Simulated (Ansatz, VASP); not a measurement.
**Two plane-wave programs on CaO3**

```
Ca O
1.0
     3.59821    0.00000    0.00000
     0.00000    3.59821    0.00000
     0.00000    0.00000    3.59821
Ca O
1 3
Cartesian
  0.0000 0.0000 0.0000
  0.0000 1.7991 1.7991
  1.7991 0.0000 1.7991
  1.7991 1.7991 0.0000
```

Alike in both runs: functional PBE; k mesh 6 × 6 × 6; occupations gaussian, width 0.1 eV; collinear spin.

Ansatz relaxed the structure, and its values are those at the end. VASP's run is a single point on that final structure, the one shown.

|  | VASP | Ansatz |
| --- | --- | --- |
| version | VASP 6.6.1 | Ansatz 0.2.0 |
| potentials or method | VASP PAW PBE potentials, release 64 (Ca_sv, O), cutoff 520 eV | scalar-relativistic, plane waves, PAW |
| valence electrons in the cell | 28 | 28 |

VASP gave:

```
gap on the k mesh at the Fermi level (eV)                     : none
pressure (GPa)                                                : 0.2
net moment per atom (μB)                                      : 1.00
size of the moment on the site where the two differ most (μB) : 1.15
```

What did Ansatz give for the same quantities?

gap on the k mesh at the Fermi level (eV): none; pressure (GPa): 0.0; net moment per atom (μB): 1.00; size of the moment on the site where the two differ most (μB): 1.32.

Site moments also hang on the region over which each program counts them. A gap of «none» marks a metal or a gap that the smearing closes.
